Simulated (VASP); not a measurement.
Runs of VASP 6.6.1 on MgF2. The structure is that of space group P4_2/mnm (No. 136), or close to it. The cells are those of the table. 

```tsv
task	level	potentials or basis	cell	gap on the mesh (eV)	pressure (GPa)	largest force (eV/Å)
single point	PBE	VASP PAW PBE potentials, release 64 (Mg, F)	a = 4.622, b = 4.622, c = 3.046 Å, 6 atoms	7.12	3.9	0.03
relaxation of cell and atoms	PBEsol	VASP PAW PBE potentials, release 64 (Mg, F)	relaxed from a = 4.698, b = 4.698, c = 3.093 Å, 6 atoms	6.93	0.0	-
single point	LDA	VASP PAW LDA potentials, release 64 (Mg, F)	a = 4.556, b = 4.556, c = 3.012 Å, 6 atoms	7.06	(b)	0.01
single point	PBEsol	VASP PAW PBE potentials, release 64 (Mg, F)	a = 4.639, b = 4.639, c = 3.063 Å, 6 atoms	(a)	-1.0	-
single point	PBE	VASP PAW PBE potentials, release 64 (Mg, F)	a = 4.698, b = 4.698, c = 3.093 Å, 6 atoms	6.80	-1.0	-
```

Alike in all rows: no spin polarisation; k mesh 6 × 6 × 8; cutoff (eV) 600; smearing fermi-dirac 0.02 eV.

Estimate the missing entries.

(a) 6.86; (b) -2.0.

Caveats: the PAW data sets were made with another functional, which shifts forces and pressure a little (at least some runs); the cell stands under pressure (at least some runs).

A k mesh can miss the band edges.
